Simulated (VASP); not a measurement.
Runs of VASP 6.6.1 on Mo. The structure is that of space group Fm-3m (No. 225), or close to it. The cells are those of the table. 

```csv
cell,gap on the mesh (eV),pressure (GPa)
"a = 2.871, b = 2.871, c = 2.850 Å, angles 60.2, 60.2, 59.5°, 1 atom",none,(b)
"a = 2.872, b = 2.872, c = 2.807 Å, angles 60.7, 60.7, 58.5°, 1 atom",none,-15.4
"a = 2.850, b = 2.850, c = 2.807 Å, angles 60.5, 60.5, 59.0°, 1 atom",none,-12.3
"a = 2.764 Å, angles 60.0°, 1 atom",none,(a)
"a = 2.935 Å, angles 60.0°, 1 atom",none,-30.1
```

Alike in all rows: task single point; level LDA; potentials or basis VASP PAW LDA potentials, release 64 (Mo_sv); no spin polarisation; k mesh 20 × 20 × 20; cutoff (eV) 520; smearing gaussian 0.15 eV.

Question: Estimate the missing entries.

Answer: (a) 7.0; (b) -18.5.

A k mesh can miss the band edges, and the runs leave out spin-orbit coupling on Mo.

A gap of «none» marks levels without a gap at the run's occupations.
